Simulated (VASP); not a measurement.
# Sn12O25 (a cell with a defect) in VASP: further runs

The runs below take Sn12O25 (a cell with a defect) through single point, with PBE.

Program: VASP 6.6.1. These are calculated values, not measurements. Logs are shortened: lines on timing, memory, paths and dates and some standing lists are left out, and cuts for length are marked.

### 1 The cell of the first run

The cell holds a defect, 37 atoms: a = 7.769 Å, b = 7.769 Å, c = 9.697 Å, α = 77.99°, β = 77.99°, γ = 87.52°.

### 2 Single point, PBE, collinear spin

The input, INCAR:

```
  PREC = Accurate
  ENCUT = 520
  EDIFF = 1E-6
  ISMEAR = 0
  SIGMA = 0.05
  LREAL = Auto
  LASPH = T
  NELM = 150
  ALGO = Normal
  ISIF = 2
  LWAVE = F
  LCHARG = F
  ISPIN = 2
  MAGMOM = 0 0 0 0 0 0 0 0 0 0 0 0 0 0 0 0 0 0 0 0 0 0 0 0 0 0 0 0 0.5 0 0 0 0.5 0 0 0.5 0.5
  LORBIT = 11
  GGA = PE
  NBANDS = 187
  LUSENCCL = F
```

The input, KPOINTS:

```
Automatic mesh
0
Gamma
  2 2 1
```

The input, POSCAR:

```
Sn12O25
1.0
   -5.3733100000      5.3733100000      1.6162330000
   -5.3733100000     -5.3733100000      1.6162330000
    0.0000000000      0.0000000000      9.6973980000
Sn O
12 25
Direct
    0.1831788400      0.4819028084      0.0552020111
    0.1831379112      0.4816122211      0.3883944344
    0.1836464446      0.4808688311      0.7220190603
    0.4837975188      0.8149727004      0.1162296860
    0.4829852987      0.8148576847      0.4494904804
    0.4831017005      0.8147190449      0.7832212462
    0.5159397526      0.1813461596      0.2164311751
    0.5169489030      0.1815966209      0.5493799118
    0.5172614345      0.1814058460      0.8831177791
    0.8168503972      0.5145407336      0.2773747413
    0.8165826599      0.5154138837      0.6104549917
    0.8167100554      0.5147384694      0.9443644244
    0.7019177337      0.3792513521      0.1525073349
    0.7018910262      0.3798026524      0.4857343494
    0.7022077563      0.3799145707      0.8188709164
    0.3812749041      0.2963126626      0.0529248861
    0.3812682150      0.2962947348      0.3865153061
    0.3818754739      0.2959158279      0.7197408722
    0.6187520564      0.7001198629      0.2795924288
    0.6181780659      0.7003029999      0.6129109709
    0.6186568083      0.6998518923      0.9462493664
    0.2980306777      0.6170556105      0.1801766560
    0.2979096091      0.6164200772      0.5137230873
    0.2980723288      0.6166700969      0.8468234263
    0.0527679829      0.3627615027      0.2633126459
    0.0522662436      0.3629078250      0.5969178460
    0.0525316354      0.3631422772      0.9300633753
    0.3644605302      0.9454420285      0.2808113265
    0.3645241494      0.9456434351      0.6144179008
    0.3653089736      0.9457097499      0.9476257282
    0.9472537445      0.6334390862      0.0694047674
    0.9474429272      0.6333265817      0.4024235217
    0.9476568492      0.6335786347      0.7357279438
    0.6354782688      0.0509994712      0.0519033474
    0.6347891033      0.0506180562      0.3850341774
    0.6355009199      0.0505149826      0.7181047051
    0.9982094927      0.9788918852      0.6703295527
```

Potentials or basis: VASP PAW PBE potentials, release 64 (Sn_d, O).

Run with:

```
cat potpaw_PBE.64/Sn_d/POTCAR potpaw_PBE.64/O/POTCAR > POTCAR
mpirun -np 1 vasp_std > vasp.out
```

OUTCAR:

```text
PREC = Accurate
   ENCUT = 520
   EDIFF = 1E-6
   ISMEAR = 0
   LREAL = Auto
   LASPH = T
   NELM = 150
   ISIF = 2
   ISPIN = 2
   LORBIT = 11
   GGA = PE

 ion  position               nearest neighbor table
   1  0.183  0.482  0.055-  16 2.06  25 2.10  27 2.10  24 2.10  22 2.10  31 2.13  10 3.23  12 3.23
                             2 3.23   3 3.23
   2  0.183  0.482  0.388-  17 2.06  25 2.10  26 2.10  22 2.10  23 2.10  32 2.13  10 3.23  11 3.23
                             1 3.23   3 3.23
   3  0.184  0.481  0.722-  18 2.06  27 2.10  26 2.10  23 2.10  24 2.10  33 2.14   1 3.23  12 3.23
                             2 3.23  11 3.24
   4  0.484  0.815  0.116-  22 2.06  30 2.10  28 2.10  19 2.10  21 2.10  34 2.13   7 3.23   9 3.23
                             5 3.23   6 3.23
   5  0.483  0.815  0.449-  23 2.06  28 2.10  29 2.10  19 2.10  20 2.11  35 2.13   7 3.23   4 3.23
                             8 3.23   6 3.24
   6  0.483  0.815  0.783-  24 2.06  30 2.10  29 2.10  20 2.10  21 2.10  36 2.13   4 3.23   9 3.23
                             8 3.23   5 3.24
   7  0.516  0.181  0.216-  13 2.06  34 2.10  35 2.10  16 2.10  17 2.10  28 2.13   4 3.23   5 3.23
                             9 3.23   8 3.23
   8  0.517  0.182  0.549-  14 2.06  35 2.10  36 2.10  17 2.10  18 2.10  29 2.13   7 3.23   5 3.23
                             6 3.23   9 3.24
   9  0.517  0.181  0.883-  15 2.06  34 2.10  36 2.10  16 2.10  18 2.11  30 2.13   4 3.23   7 3.23
[... 29 lines left out ...]
  35  0.635  0.051  0.385-   8 2.10   7 2.10   5 2.13
  36  0.636  0.051  0.718-   8 2.10   9 2.10   6 2.13
  37  0.998  0.979  0.670-

  LATTYP: Found a base centered monoclinic cell.
 ALAT       =    11.2222403229
 B/A-ratio  =     0.9576180594
 C/A-ratio  =     0.8641231805
 COS(beta)  =    -0.2880410602

  Lattice vectors:

 A1 = (   5.3733100000,  -5.3733100000,  -1.6162330000)
 A2 = (   5.3733100000,   5.3733100000,  -1.6162330000)
 A3 = (   0.0000000000,   0.0000000000,   9.6973980000)

Analysis of symmetry for initial positions (statically):
=====================================================================
 Subroutine PRICEL returns:
 Original cell was already a primitive cell.

 Routine SETGRP: Setting up the symmetry group for a
 base centered monoclinic supercell.

 Subroutine GETGRP returns: Found  1 space group operations
 (whereof  1 operations were pure point group operations)
 out of a pool of  4 trial point group operations.

The static configuration has the point symmetry C_1 .

Analysis of symmetry for dynamics (positions and initial velocities):
=====================================================================
 Subroutine PRICEL returns:
 Original cell was already a primitive cell.

 Routine SETGRP: Setting up the symmetry group for a
 base centered monoclinic supercell.

 Subroutine GETGRP returns: Found  1 space group operations
 (whereof  1 operations were pure point group operations)
 out of a pool of  4 trial point group operations.

The dynamic configuration has the point symmetry C_1 .

Analysis of structural, dynamic, and magnetic symmetry:
=====================================================================
 Subroutine PRICEL returns:
 Original cell was already a primitive cell.

 Routine SETGRP: Setting up the symmetry group for a
 base centered monoclinic supercell.

 Subroutine GETGRP returns: Found  1 space group operations
 (whereof  1 operations were pure point group operations)
 out of a pool of  4 trial point group operations.

The overall configuration has the point symmetry C_1 .

 Subroutine INISYM returns: Found  1 space group operations
 (whereof  1 operations are pure point group operations),
 and found     1 'primitive' translations

----------------------------------------------------------------------------------------

                                     Primitive cell

  volume of cell :     559.9755

  direct lattice vectors                    reciprocal lattice vectors
    -5.373310000  5.373310000  1.616233000    -0.093052513  0.093052513  0.000000000
    -5.373310000 -5.373310000  1.616233000    -0.093052513 -0.093052513  0.000000000
     0.000000000  0.000000000  9.697398000     0.031017504  0.000000000  0.103120445

  length of vectors
     7.768985122  7.768985122  9.697398000     0.131596126  0.131596126  0.107684316

[... 108 lines left out ...]
  0.500000  0.000000  0.000000      1.000000
  0.000000  0.500000  0.000000      1.000000
  0.500000  0.500000  0.000000      1.000000
   k-points           NKPTS =      4   k-points in BZ     NKDIM =      4   number of bands    NBANDS=    187
   number of dos      NEDOS =    301   number of ions     NIONS =     37
   total plane-waves  NPLWV = 259200
   dimension x,y,z NGX =    60 NGY =   60 NGZ =   72
   dimension x,y,z NGXF=   120 NGYF=  120 NGZF=  144
   ions per type =              12  25
   NGX,Y,Z   is equivalent  to a cutoff of  12.84, 12.84, 12.34 a.u.
   NGXF,Y,Z  is equivalent  to a cutoff of  25.68, 25.68, 24.69 a.u.
 SYSTEM =  unknown system
   PREC   = accura    normal or accurate (medium, high low for compatibility)
   ISTART =      0    job   : 0-new  1-cont  2-samecut
   ICHARG =      2    charge: 1-file 2-atom 10-const
   ISPIN  =      2    spin polarized calculation?
   LNONCOLLINEAR =      F non collinear calculations
   LSORBIT =      F    spin-orbit coupling
   LASPH  =      T    aspherical Exc in radial PAW
   ENCUT  =  520.0 eV  38.22 Ry    6.18 a.u.  14.45 14.45 18.03*2*pi/ulx,y,z
   NELM   =    150;   NELMIN=  2; NELMDL= -5     # of ELM steps
   EDIFF  = 0.1E-05   stopping-criterion for ELM
   LREAL  =      T    real-space projection
   EDIFFG = 0.1E-04   stopping-criterion for IOM
   NSW    =      0    number of steps for IOM
   IBRION =     -1    ionic relax: 0-MD 1-quasi-New 2-CG
   NFREE  =      0    steps in history (QN), initial steepest desc. (CG)
   ISIF   =      2    stress and relaxation
   ISYM   =      2    0-nonsym 1-usesym 2-fastsym
   POTIM  = 0.5000    time-step for ionic-motion
   TEBEG  =    0.0;   TEEND  =   0.0 temperature during run
   PSTRESS=    0.0 pullay stress
   NELECT =     318.0000    total number of electrons
   NUPDOWN=      -1.0000    fix difference up-down
   EMIN   =  10.00;   EMAX   =-10.00  energy-range for DOS
   EFERMI =   0.00;   METHOD = LEGACY
   ISMEAR =     0;   SIGMA  =   0.05  broadening in eV -4-tet -1-fermi 0-gaus
   EFERMI_NEDOS =   21; number of points for ismear=-14 and -15
   IALGO  =     38    algorithm
   IMIX   =      4    mixing-type and parameters
     AMIX     =   0.40;   BMIX     =  1.00
     AMIX_MAG =   1.60;   BMIX_MAG =  1.00
  volume/ion in A,a.u.               =      15.13       102.13
  Fermi-wavevector in a.u.,A,eV,Ry     =   1.355691  2.561885 25.006139  1.837899
  Thomas-Fermi vector in A             =   2.482758
   LORBIT       =     11    0 simple, 1 ext, 2 COOP (PROOUT), +10 PAW based schemes
   GGA     = PE    functional components
   LHFCALC =     F    Hartree Fock is set to
   AEXX    =    0.0000 exact exchange contribution
   IVDW    =     0    specifies the selected vdW correction
   LEPSILON=     F    determine dielectric tensor
   LRPA    =     F    only Hartree local field effects (RPA)
 spin polarized calculation
 Gauss-broadening in eV      SIGMA  =   0.05
  energy-cutoff  :      520.00
  volume of cell :      559.98
 maximum number of plane-waves:     15084
 NGX is ok and might be reduce to    60
   NGX = 29   NGY = 29   NGZ = 37

 number of electron     318.0000044 magnetization       1.9999999

 Free energy of the ion-electron system (eV)
  ---------------------------------------------------
  ext. energy  EPLUGINS =         0.00000000
  ---------------------------------------------------
  free energy    TOTEN  =      -223.22680306 eV

  energy without entropy =     -223.22680306  energy(sigma->0) =     -223.22680306

 E-fermi :   4.1986     XC(G=0):  -9.5665

 val. band max:        4.0013932982   @ k =   0.0000   0.0000   0.0000
 cond. band min:       4.3922376298   @ k =   0.0000   0.0000   0.0000
 fundamental gap:      0.3908443315
 Fermi energy:         4.1986099366

 spin component 1

 k-point     1 :       0.0000    0.0000    0.0000
  band No.  band energies     occupation
      1     -17.8621      1.00000
      2     -17.8609      1.00000
      3     -17.8535      1.00000
      4     -17.8450      1.00000
      5     -17.7955      1.00000
      6     -17.7881      1.00000
[... 685 lines left out ...]
    170       8.1881      0.00000
    171       8.9843      0.00000
 Fermi energy:         4.1986099366

 spin component 2

 k-point     1 :       0.0000    0.0000    0.0000
  band No.  band energies     occupation
      1     -17.8599      1.00000
      2     -17.8592      1.00000
      3     -17.8526      1.00000
      4     -17.8444      1.00000
      5     -17.7942      1.00000
      6     -17.7871      1.00000
[... 685 lines left out ...]
    170       8.1901      0.00000
    171       8.9875      0.00000
 [bands above 171 left out]

------------------------ aborting loop because EDIFF is reached ----------------------------------------

  FORCE on cell =-STRESS in cart. coord.  units (eV):
  Direction    XX          YY          ZZ          XY          YZ          ZX
  --------------------------------------------------------------------------------------
  -------------------------------------------------------------------------------------
  Total        4.2207133      4.2410833      5.9481353     -0.0050630     -0.0084686     -0.0041501
  in kB       12.0761202     12.1344019     17.0185443     -0.0144860     -0.0242301     -0.0118742
  external PRESSURE =      13.7430222 kB  Pullay stress =       0.0000000 kB

 VOLUME and BASIS-vectors are now :
 -----------------------------------------------------------------------------
  energy-cutoff  :      520.00
  volume of cell :      559.98
      direct lattice vectors                 reciprocal lattice vectors
    -5.373310000  5.373310000  1.616233000    -0.093052513  0.093052513  0.000000000
    -5.373310000 -5.373310000  1.616233000    -0.093052513 -0.093052513  0.000000000
     0.000000000  0.000000000  9.697398000     0.031017504  0.000000000  0.103120445

 POSITION                                       TOTAL-FORCE (eV/Angst)
 -----------------------------------------------------------------------------------
     -3.57369     -1.60514      1.61024        -0.034752     -0.006568      0.003974
     -3.57191     -1.60379      4.84081        -0.031309     -0.008360     -0.002455
     -3.57065     -1.59707      8.07572        -0.035224     -0.008183     -0.008335
     -6.97870     -1.77951      3.22624        -0.004849      0.031627      0.014232
     -6.97371     -1.78325      6.45650        -0.008094      0.026134     -0.008931
     -6.97359     -1.78188      9.69279        -0.003677      0.029730      0.001646
[... 29 lines left out ...]
     -3.68618      3.14331      8.07251        -0.025209      0.056788      0.007080
    -10.62358      0.10380      9.69591        -0.007941     -0.002696     -0.002139
 -----------------------------------------------------------------------------------
    total drift:                               -0.064758     -0.047144     -0.066902

  FREE ENERGIE OF THE ION-ELECTRON SYSTEM (eV)
  ---------------------------------------------------
  free  energy   TOTEN  =      -223.2268030606 eV

  energy  without entropy=     -223.2268030577  energy(sigma->0) =     -223.22680306

 total charge

# of ion       s       p       d       tot
------------------------------------------
    1        0.898   1.037  10.324  12.259
    2        0.898   1.036  10.324  12.258
    3        0.898   1.036  10.324  12.258
    4        0.898   1.037  10.324  12.260
    5        0.898   1.036  10.324  12.257
    6        0.898   1.037  10.324  12.259
[... 29 lines left out ...]
   36        1.576   3.431   0.000   5.007
   37        1.622   2.949   0.000   4.572
--------------------------------------------------
tot         50.025  98.343 123.889 272.256

 magnetization (x)

# of ion       s       p       d       tot
------------------------------------------
    1        0.000   0.000   0.000   0.000
    2       -0.000   0.000   0.000   0.000
    3       -0.000   0.000   0.000   0.000
    4       -0.000   0.000   0.000   0.000
    5       -0.000   0.000   0.000   0.000
    6       -0.000  -0.000   0.000  -0.000
[... 29 lines left out ...]
   36        0.002   0.021   0.000   0.023
   37        0.017   1.469   0.000   1.486
--------------------------------------------------
tot          0.025   1.571   0.002   1.598
```

Wall time 5.6 min (1 × NVIDIA H100 80GB with 1 thread of AMD EPYC 7R13 (Zen 3), shared host); peak memory 1.9 GiB.

Results:

- Free energy: -223.2268 eV
- Pressure: 1.4 GPa
- Largest force: 0.063 eV/Å
- Band gap on the k mesh: 0.39 eV
- Net moment: 2.00 μB per cell
- Site moments: Sn +0.00, -0.00 (each value once); O +0.00, -0.00, +0.02, +0.04, +1.49 (each value once) μB
- Valence electrons inside the program's atomic spheres: Sn 12.26; O 5.04, 5.01, 5.00, 4.57 (each value once)

Forces on the atoms (eV/Å):
```
Sn  -0.035 -0.007  0.004
Sn  -0.031 -0.008 -0.002
Sn  -0.035 -0.008 -0.008
Sn  -0.005  0.032  0.014
Sn  -0.008  0.026 -0.009
Sn  -0.004  0.030  0.002
Sn  -0.009 -0.029  0.002
Sn   0.003 -0.027 -0.008
Sn   0.010 -0.031  0.004
Sn   0.033  0.002 -0.001
Sn   0.040  0.001 -0.015
Sn   0.022  0.008  0.004
O    0.010 -0.007  0.006
O    0.004 -0.003  0.004
O   -0.016 -0.004  0.001
O   -0.007  0.000  0.001
O   -0.008 -0.004  0.000
O   -0.006  0.017  0.006
O    0.008 -0.004  0.002
O    0.007 -0.004  0.006
O    0.007 -0.016 -0.003
O    0.002  0.009 -0.005
O    0.001  0.012 -0.001
O    0.012  0.011 -0.003
O    0.047  0.022  0.001
O    0.050  0.028  0.012
O    0.054  0.022 -0.011
O    0.027 -0.041 -0.001
O    0.023 -0.055  0.008
O    0.025 -0.052 -0.015
O   -0.051 -0.025 -0.009
O   -0.052 -0.026  0.002
O   -0.049 -0.028  0.008
O   -0.016  0.054 -0.005
O   -0.020  0.051  0.006
O   -0.025  0.057  0.007
O   -0.008 -0.003 -0.002
```

Levels at points of the mesh, in eV from the valence-band top:
Spin up:
```tsv
k point	band 157	band 158	band 159	band 160	band 161	band 162	band 163	band 164
(0.00, 0.00, 0.00)	-1.52	-1.43	-1.40	-1.13	0.39	3.34	3.34	3.41
(0.50, 0.00, 0.00)	-1.50	-1.47	-1.34	-1.14	1.40	2.21	3.48	3.48
(0.00, 0.50, 0.00)	-1.49	-1.48	-1.34	-1.14	1.40	2.21	3.48	3.49
(0.50, 0.50, 0.00)	-1.54	-1.50	-1.37	-1.15	2.38	2.38	2.51	3.51
```
Spin down:
| k point | band 154 | band 155 | band 156 | band 157 | band 158 | band 159 | band 160 | band 161 | band 162 | band 163 |
| --- | --- | --- | --- | --- | --- | --- | --- | --- | --- | --- |
| (0.00, 0.00, 0.00) | -1.54 | -1.54 | -1.53 | -1.52 | 0.00 | 0.40 | 1.25 | 1.27 | 3.35 | 3.35 |
| (0.50, 0.00, 0.00) | -1.55 | -1.52 | -1.50 | -1.42 | 0.00 | 1.04 | 1.26 | 1.56 | 2.22 | 3.49 |
| (0.00, 0.50, 0.00) | -1.54 | -1.54 | -1.51 | -1.42 | 0.00 | 1.05 | 1.25 | 1.57 | 2.22 | 3.49 |
| (0.50, 0.50, 0.00) | -1.55 | -1.54 | -1.53 | -1.35 | -0.01 | 1.16 | 1.17 | 2.43 | 2.43 | 2.52 |

Caveat: the k points lie up to 0.68 Å⁻¹ apart; spin-orbit coupling is left out, which moves the levels of the heavy elements.

### 3 Single point, PBE, collinear spin

The input, INCAR:

```
SYSTEM = Sn12O25
PREC = Accurate
ENCUT = 520
EDIFF = 1E-7
ISMEAR = 0
SIGMA = 0.05
LREAL = Auto
LASPH = .True.
NELM = 150
ALGO = Normal
ISIF = 2
LWAVE = .False.
LCHARG = .True.
ISPIN = 2
MAGMOM = 0 0 0 0 0 0 0 0 0 0 0 0 0 0 0 0 0 0 0 0 0 0 0 0 0 0 0 0 0.2 0 0 0 0.2 0 0 0.2 1.79
LORBIT = 11
GGA = PE
LELF = .True.
LVHAR = .True.
NBANDS = 187
LUSENCCL = .False.
```

The input, KPOINTS:

```
regular mesh
0
Gamma
  2 2 1
  0 0 0
```

POSCAR is that of step 2.

Potentials or basis: VASP PAW PBE potentials, release 64 (Sn_d, O).

Run with:

```
cat potpaw_PBE.64/Sn_d/POTCAR potpaw_PBE.64/O/POTCAR > POTCAR
mpirun -np 1 vasp_std > vasp.out
```

Run time: 8.1 min. Hardware: 1 × NVIDIA H100 80GB with 1 thread of AMD EPYC 7R13 (Zen 3), shared host; peak memory 1.9 GiB.

Results (log left out):

| Property | Result |
| --- | --- |
| Free energy | -223.2268 eV |
| Pressure | 1.4 GPa |
| Largest force | 0.062 eV/Å |
| Band gap on the k mesh | 0.39 eV |
| Net moment | 2.00 μB per cell |
| Site moments | Sn +0.00, -0.00 (each value once); O +0.00, -0.00, +0.02, +0.04, +1.49 (each value once) μB |
| Valence electrons inside the program's atomic spheres | Sn 12.26; O 5.04, 5.01, 5.00, 4.57 (each value once) |

Forces on the atoms (eV/Å):
```
Sn  -0.035 -0.007  0.004
Sn  -0.031 -0.008 -0.002
Sn  -0.035 -0.008 -0.008
Sn  -0.005  0.032  0.014
Sn  -0.008  0.026 -0.009
Sn  -0.004  0.030  0.002
Sn  -0.009 -0.029  0.002
Sn   0.003 -0.027 -0.008
Sn   0.010 -0.031  0.004
Sn   0.033  0.002 -0.001
Sn   0.040  0.001 -0.015
Sn   0.022  0.008  0.004
O    0.010 -0.007  0.006
O    0.004 -0.003  0.004
O   -0.016 -0.005  0.001
O   -0.007  0.000  0.001
O   -0.008 -0.004  0.000
O   -0.006  0.017  0.006
O    0.008 -0.004  0.002
O    0.008 -0.004  0.006
O    0.008 -0.016 -0.003
O    0.002  0.010 -0.005
O    0.001  0.012 -0.001
O    0.012  0.011 -0.003
O    0.047  0.022  0.001
O    0.050  0.028  0.012
O    0.054  0.022 -0.011
O    0.027 -0.041 -0.001
O    0.023 -0.055  0.008
O    0.025 -0.052 -0.015
O   -0.051 -0.025 -0.009
O   -0.052 -0.026  0.002
O   -0.049 -0.028  0.007
O   -0.016  0.054 -0.005
O   -0.020  0.051  0.006
O   -0.025  0.057  0.007
O   -0.008 -0.003 -0.002
```

Stress tensor (GPa, compression positive):
```
1.21 0.00 0.00
0.00 1.22 0.00
0.00 0.00 1.71
```

Levels at points of the mesh, in eV from the valence-band top:
Spin up:
```csv
k point,band 157,band 158,band 159,band 160,band 161,band 162,band 163,band 164
"(0.00, 0.00, 0.00)",-1.53,-1.43,-1.40,-1.13,0.39,3.34,3.34,3.41
"(0.50, 0.00, 0.00)",-1.50,-1.48,-1.34,-1.14,1.40,2.21,3.48,3.48
"(0.00, 0.50, 0.00)",-1.49,-1.48,-1.34,-1.14,1.40,2.21,3.48,3.49
"(0.50, 0.50, 0.00)",-1.54,-1.50,-1.37,-1.15,2.38,2.38,2.51,3.51
```
Spin down:
| k point | band 156 | band 157 | band 158 | band 159 | band 160 | band 161 |
| --- | --- | --- | --- | --- | --- | --- |
| (0.00, 0.00, 0.00) | -1.53 | -1.52 | 0.00 | 0.40 | 1.25 | 1.27 |
| (0.50, 0.00, 0.00) | -1.50 | -1.42 | 0.00 | 1.04 | 1.26 | 1.56 |
| (0.00, 0.50, 0.00) | -1.51 | -1.42 | 0.00 | 1.05 | 1.25 | 1.57 |
| (0.50, 0.50, 0.00) | -1.53 | -1.36 | -0.01 | 1.16 | 1.17 | 2.43 |

Caveat: the k points lie up to 0.68 Å⁻¹ apart; spin-orbit coupling is left out, which moves the levels of the heavy elements.
